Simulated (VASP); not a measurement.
A run of VASP 6.6.1 is set up as follows.

File INCAR:

```
ALGO = Normal ; EDIFF = 1E-6
ENCUT = 520 ; GGA = PE
ISIF = 2 ; ISMEAR = 0
ISPIN = 2 ; LASPH = True
LCHARG = True ; LELF = True
LMAXMIX = 4 ; LORBIT = 11
LREAL = False ; LVHAR = True
LWAVE = False ; MAGMOM = 0 0 1 1 0 0 0 0 0 0
NBANDS = 55 ; NELM = 150
PREC = Accurate ; SIGMA = 0.1
```

File KPOINTS:

```
k-points
0
Gamma
  4 4 4
```

File POSCAR:

```
SrTiO3
1.0
   -2.7555000800      2.7555000800      3.8980000000
    2.7555000800     -2.7555000800      3.8980000000
    2.7555000800      2.7555000800     -3.8980000000
Sr Ti O
2 2 6
Direct
    0.7500000000      0.2500000000      0.5000000000
    0.2500000000      0.7500000000      0.5000000000
    0.0000000000      0.0000000000      0.0000000000
    0.5000000000      0.5000000000      0.0000000000
    0.2500000000      0.2500000000      0.0000000000
    0.7500000000      0.7500000000      0.0000000000
    0.7450999900      0.2450999900      0.9901999800
    0.2450999900      0.2549000100      0.5000000000
    0.2549000100      0.7549000100      0.0098000200
    0.7549000100      0.7450999900      0.5000000000
```

Potentials or basis: VASP PAW PBE potentials, release 64 (Sr_sv, Ti_sv, O).

Command:

```bash
$ cat potpaw_PBE.64/Sr_sv/POTCAR potpaw_PBE.64/Ti_sv/POTCAR potpaw_PBE.64/O/POTCAR > POTCAR
$ mpirun -np 1 vasp_std > vasp.out
```

Question: What does it give for the band gap on the k mesh?

Answer: 1.87 eV.

Question: Predict the net moment.

Answer: 0.00 μB per cell.

Question: Predict the pressure.

Answer: 6.1 GPa.

Question: Estimate the largest force.

Answer: 0.015 eV/Å.

Forces in eV/Å, atoms in the order of the input:
```
Sr   0.000  0.000  0.000
Sr   0.000  0.000  0.000
Ti   0.000  0.000  0.000
Ti   0.000  0.000  0.000
O    0.000  0.000  0.000
O    0.000  0.000  0.000
O   -0.011 -0.011  0.000
O    0.011 -0.011  0.000
O    0.011  0.011  0.000
O   -0.011  0.011  0.000
```

Caveat: the cell stands under pressure. A k mesh can miss the band edges.
